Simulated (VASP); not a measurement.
# KF (Carobbiite) (Fm-3m) in VASP: a series of runs

KF (Carobbiite) is run at these levels: PBE; tasks: single point, relaxation of the atoms.

All numbers are computed with VASP 6.6.1; they aren't measurements. Logs are shortened: lines on timing, memory, paths and dates and some standing lists are left out, and cuts for length are marked.

## 1. The cell of the first run

It takes space group Fm-3m (No. 225, cubic). The conventional cell has a = 5.344 Å, b = 5.344 Å, c = 5.344 Å, α = 90.00°, β = 90.00°, γ = 90.00°. K (site symmetry m-3m) has 6 F at 2.67 Å within 3.5 Å. Within 3.5 Å of F (site symmetry m-3m) lie 6 K at 2.67 Å.

## 2. Single point, PBE

The input, INCAR:

```
SYSTEM = KF
PREC = Accurate ; ENCUT = 520
EDIFF = 1E-7 ; ISMEAR = -1
SIGMA = 0.03 ; LREAL = .FALSE.
LASPH = .TRUE. ; NELM = 80
ALGO = Normal ; ISIF = 2
LWAVE = .FALSE. ; LCHARG = .FALSE.
GGA = PE ; NBANDS = 15
```

The input, KPOINTS:

```
Automatic mesh
0
G
  9 9 9
  0 0 0
```

The input, POSCAR:

```
KF
1.0
    0.0000000000      2.6718500000      2.6718500000
    2.6718500000      0.0000000000      2.6718500000
    2.6718500000      2.6718500000      0.0000000000
K F
1 1
Direct
    0.0000000000      0.0000000000      0.0000000000
    0.5000000000      0.5000000000      0.5000000000
```

Potentials or basis: VASP PAW PBE potentials, release 64 (K_sv, F).

Run with:

```bash
$ cat potpaw_PBE.64/K_sv/POTCAR potpaw_PBE.64/F/POTCAR > POTCAR
$ mpirun -np 1 vasp_std > vasp.out
```

OUTCAR:

```text
SYSTEM = KF
   PREC = Accurate
   ENCUT = 520
   EDIFF = 1E-7
   ISMEAR = -1
   LREAL = .FALSE.
   LASPH = .TRUE.
   NELM = 80
   ISIF = 2
   GGA = PE

 ion  position               nearest neighbor table
   1  0.000  0.000  0.000-   2 2.67   2 2.67   2 2.67   2 2.67   2 2.67   2 2.67
   2  0.500  0.500  0.500-   1 2.67   1 2.67   1 2.67   1 2.67   1 2.67   1 2.67

  LATTYP: Found a face centered cubic cell.
 ALAT       =     5.3437000000

  Lattice vectors:

 A1 = (   0.0000000000,   2.6718500000,   2.6718500000)
 A2 = (   2.6718500000,   0.0000000000,   2.6718500000)
 A3 = (   2.6718500000,   2.6718500000,   0.0000000000)

Analysis of symmetry for initial positions (statically):
=====================================================================
 Subroutine PRICEL returns:
 Original cell was already a primitive cell.

 Routine SETGRP: Setting up the symmetry group for a
 face centered cubic supercell.

 Subroutine GETGRP returns: Found 48 space group operations
 (whereof 48 operations were pure point group operations)
 out of a pool of 48 trial point group operations.

The static configuration has the point symmetry O_h .

Analysis of symmetry for dynamics (positions and initial velocities):
=====================================================================
 Subroutine PRICEL returns:
 Original cell was already a primitive cell.

 Routine SETGRP: Setting up the symmetry group for a
 face centered cubic supercell.

 Subroutine GETGRP returns: Found 48 space group operations
 (whereof 48 operations were pure point group operations)
 out of a pool of 48 trial point group operations.

The dynamic configuration has the point symmetry O_h .

 Subroutine INISYM returns: Found 48 space group operations
 (whereof 48 operations are pure point group operations),
 and found     1 'primitive' translations

----------------------------------------------------------------------------------------

                                     Primitive cell

  volume of cell :      38.1475

  direct lattice vectors                    reciprocal lattice vectors
     0.000000000  2.671850000  2.671850000    -0.187136254  0.187136254  0.187136254
     2.671850000  0.000000000  2.671850000     0.187136254 -0.187136254  0.187136254
     2.671850000  2.671850000  0.000000000     0.187136254  0.187136254 -0.187136254

  length of vectors
     3.778566507  3.778566507  3.778566507     0.324129500  0.324129500  0.324129500

  position of ions in fractional coordinates (direct lattice)
     0.000000000  0.000000000  0.000000000
     0.500000000  0.500000000  0.500000000

  ion indices of the primitive-cell ions
   primitive index   ion index
                 1           1
                 2           2

----------------------------------------------------------------------------------------

 KPOINTS: Automatic mesh

Automatic generation of k-mesh.
 Grid dimensions read from file:
 generate k-points for:    9    9    9

 Generating k-lattice:

  Cartesian coordinates                     Fractional coordinates (reciprocal lattice)
    -0.020792917  0.020792917  0.020792917     0.111111111  0.000000000  0.000000000
     0.020792917 -0.020792917  0.020792917     0.000000000  0.111111111  0.000000000
     0.020792917  0.020792917 -0.020792917     0.000000000  0.000000000  0.111111111

  Length of vectors
     0.036014389  0.036014389  0.036014389

  Shift w.r.t. Gamma in fractional coordinates (k-lattice)
     0.000000000  0.000000000  0.000000000

 Subroutine IBZKPT returns following result:
 ===========================================

 Found     35 irreducible k-points:

 Following reciprocal coordinates:
            Coordinates               Weight
  0.000000  0.000000  0.000000      1.000000
  0.111111  0.000000  0.000000      8.000000
  0.222222  0.000000  0.000000      8.000000
  0.333333  0.000000  0.000000      8.000000
  0.444444  0.000000  0.000000      8.000000
  0.111111  0.111111  0.000000      6.000000
[... 16 lines left out ...]
 -0.333333  0.333333  0.000000     12.000000
  0.444444  0.444444  0.000000      6.000000
 [... further k-points ...]
   k-points           NKPTS =     35   k-points in BZ     NKDIM =     35   number of bands    NBANDS=     15
   number of dos      NEDOS =    301   number of ions     NIONS =      2
   total plane-waves  NPLWV =  21952
   dimension x,y,z NGX =    28 NGY =   28 NGZ =   28
   dimension x,y,z NGXF=    56 NGYF=   56 NGZF=   56
   ions per type =               1   1
   NGX,Y,Z   is equivalent  to a cutoff of  12.32, 12.32, 12.32 a.u.
   NGXF,Y,Z  is equivalent  to a cutoff of  24.64, 24.64, 24.64 a.u.
 SYSTEM =  KF
   PREC   = accura    normal or accurate (medium, high low for compatibility)
   ISTART =      0    job   : 0-new  1-cont  2-samecut
   ICHARG =      2    charge: 1-file 2-atom 10-const
   ISPIN  =      1    spin polarized calculation?
   LNONCOLLINEAR =      F non collinear calculations
   LSORBIT =      F    spin-orbit coupling
   LASPH  =      T    aspherical Exc in radial PAW
   ENCUT  =  520.0 eV  38.22 Ry    6.18 a.u.   7.03  7.03  7.03*2*pi/ulx,y,z
   NELM   =     80;   NELMIN=  2; NELMDL= -5     # of ELM steps
   EDIFF  = 0.1E-06   stopping-criterion for ELM
   LREAL  =      F    real-space projection
   EDIFFG = 0.1E-05   stopping-criterion for IOM
   NSW    =      0    number of steps for IOM
   IBRION =     -1    ionic relax: 0-MD 1-quasi-New 2-CG
   NFREE  =      0    steps in history (QN), initial steepest desc. (CG)
   ISIF   =      2    stress and relaxation
   ISYM   =      2    0-nonsym 1-usesym 2-fastsym
   POTIM  = 0.5000    time-step for ionic-motion
   TEBEG  =    0.0;   TEEND  =   0.0 temperature during run
   PSTRESS=    0.0 pullay stress
   NELECT =      16.0000    total number of electrons
   NUPDOWN=      -1.0000    fix difference up-down
   EMIN   =  10.00;   EMAX   =-10.00  energy-range for DOS
   EFERMI =   0.00;   METHOD = LEGACY
   ISMEAR =    -1;   SIGMA  =   0.03  broadening in eV -4-tet -1-fermi 0-gaus
   EFERMI_NEDOS =   21; number of points for ismear=-14 and -15
   IALGO  =     38    algorithm
   IMIX   =      4    mixing-type and parameters
     AMIX     =   0.40;   BMIX     =  1.00
     AMIX_MAG =   1.60;   BMIX_MAG =  1.00
  volume/ion in A,a.u.               =      19.07       128.72
  Fermi-wavevector in a.u.,A,eV,Ry     =   1.225442  2.315750 20.431978  1.501708
  Thomas-Fermi vector in A             =   2.360480
   LORBIT       =      0    0 simple, 1 ext, 2 COOP (PROOUT), +10 PAW based schemes
   GGA     = PE    functional components
   LHFCALC =     F    Hartree Fock is set to
   AEXX    =    0.0000 exact exchange contribution
   IVDW    =     0    specifies the selected vdW correction
   LEPSILON=     F    determine dielectric tensor
   LRPA    =     F    only Hartree local field effects (RPA)
 non-spin polarized calculation
  energy-cutoff  :      520.00
  volume of cell :       38.15
 maximum number of plane-waves:      1037
   NGX = 13   NGY = 13   NGZ = 13

 number of electron      16.0000002 magnetization

 Free energy of the ion-electron system (eV)
  ---------------------------------------------------
  ext. energy  EPLUGINS =         0.00000000
  ---------------------------------------------------
  free energy    TOTEN  =        -8.29011797 eV

  energy without entropy =       -8.29011797  energy(sigma->0) =       -8.29011797

 E-fermi :  -2.0746     XC(G=0):  -8.4037

 val. band max:       -2.8046357169   @ k =   0.0000   0.0000   0.0000
 cond. band min:       3.3612133713   @ k =   0.0000   0.0000   0.0000
 fundamental gap:      6.1658490882
 Fermi energy:        -2.0746235279

 k-point     1 :       0.0000    0.0000    0.0000
  band No.  band energies     occupation
      1     -28.9419      2.00000
      2     -21.4603      2.00000
      3     -12.1924      2.00000
      4     -12.1924      2.00000
      5     -12.1924      2.00000
      6      -2.8046      2.00000
      7      -2.8046      2.00000
      8      -2.8046      2.00000
      9       3.3612      0.00000
     10       7.8748      0.00000
     11       7.8748      0.00000
     12       7.8748      0.00000
     13       9.5465      0.00000
     14       9.5465      0.00000
     15      14.1355      0.00000

 k-point     2 :       0.1111    0.0000    0.0000
  band No.  band energies     occupation
      1     -28.9310      2.00000
      2     -21.4711      2.00000
      3     -12.2251      2.00000
      4     -12.1968      2.00000
      5     -12.1968      2.00000
      6      -2.9175      2.00000
      7      -2.8467      2.00000
      8      -2.8467      2.00000
      9       3.7066      0.00000
     10       7.6712      0.00000
     11       8.0418      0.00000
     12       8.0418      0.00000
     13       9.6601      0.00000
     14       9.6601      0.00000
     15      14.7414      0.00000

 k-point     3 :       0.2222    0.0000    0.0000
  band No.  band energies     occupation
      1     -28.9032      2.00000
      2     -21.4967      2.00000
      3     -12.3071      2.00000
      4     -12.2078      2.00000
      5     -12.2078      2.00000
      6      -3.1732      2.00000
      7      -2.9514      2.00000
      8      -2.9514      2.00000
      9       4.6028      0.00000
     10       7.3399      0.00000
     11       8.4757      0.00000
     12       8.4757      0.00000
     13      10.0089      0.00000
     14      10.0089      0.00000
     15      15.8244      0.00000
[... 343 lines left out ...]
 k-point    23 :      -0.3333    0.3333    0.0000
  band No.  band energies     occupation
      1     -28.8296      2.00000
      2     -21.5139      2.00000
      3     -12.5868      2.00000
      4     -12.4239      2.00000
      5     -12.3015      2.00000
      6      -3.2785      2.00000
      7      -3.0674      2.00000
      8      -2.9846      2.00000
      9       6.4893      0.00000
     10       7.5250      0.00000
     11       8.5875      0.00000
     12      10.4270      0.00000
     13      10.7471      0.00000
     14      11.7713      0.00000
     15      13.7633      0.00000

 k-point    24 :       0.4444    0.4444    0.0000
  band No.  band energies     occupation
      1     -28.8297      2.00000
      2     -21.4798      2.00000
      3     -12.7191      2.00000
      4     -12.3966      2.00000
      5     -12.3966      2.00000
      6      -3.0520      2.00000
      7      -2.8622      2.00000
      8      -2.8622      2.00000
      9       5.4464      0.00000
     10       7.2896      0.00000
     11       9.0941      0.00000
     12      10.7611      0.00000
     13      11.2422      0.00000
     14      11.2422      0.00000
     15      13.3324      0.00000

 [... further k-points ...]

------------------------ aborting loop because EDIFF is reached ----------------------------------------

  FORCE on cell =-STRESS in cart. coord.  units (eV):
  Direction    XX          YY          ZZ          XY          YZ          ZX
  --------------------------------------------------------------------------------------
  -------------------------------------------------------------------------------------
  Total        0.3385632      0.3385632      0.3385632     -0.0000000     -0.0000000      0.0000000
  in kB       14.2194938     14.2194938     14.2194938     -0.0000000     -0.0000000      0.0000000
  external PRESSURE =      14.2194938 kB  Pullay stress =       0.0000000 kB

 VOLUME and BASIS-vectors are now :
 -----------------------------------------------------------------------------
  energy-cutoff  :      520.00
  volume of cell :       38.15
      direct lattice vectors                 reciprocal lattice vectors
     0.000000000  2.671850000  2.671850000    -0.187136254  0.187136254  0.187136254
     2.671850000  0.000000000  2.671850000     0.187136254 -0.187136254  0.187136254
     2.671850000  2.671850000  0.000000000     0.187136254  0.187136254 -0.187136254

 POSITION                                       TOTAL-FORCE (eV/Angst)
 -----------------------------------------------------------------------------------
      0.00000      0.00000      0.00000         0.000000     -0.000000     -0.000000
      2.67185      2.67185      2.67185        -0.000000      0.000000      0.000000
 -----------------------------------------------------------------------------------
    total drift:                                0.000000      0.000000      0.000000

  FREE ENERGIE OF THE ION-ELECTRON SYSTEM (eV)
  ---------------------------------------------------
  free  energy   TOTEN  =        -8.2901179701 eV

  energy  without entropy=       -8.2901179701  energy(sigma->0) =       -8.29011797
```

Wall time 8.7 s (1 thread of Intel Xeon 6975P-C (Granite Rapids), shared host); peak memory 0.16 GiB.

Results:

| Item | Value |
| --- | --- |
| Free energy | -8.2901 eV |
| Pressure | 1.4 GPa |
| Band gap on the k mesh | 6.17 eV, direct |

Levels at points of the mesh, in eV from the valence-band top:
```tsv
k point	band 6	band 7	band 8	band 9	band 10	band 11
(0.00, 0.00, 0.00)	0.00	0.00	0.00	6.17	10.68	10.68
```

(Part 1 of 2 ends here.)
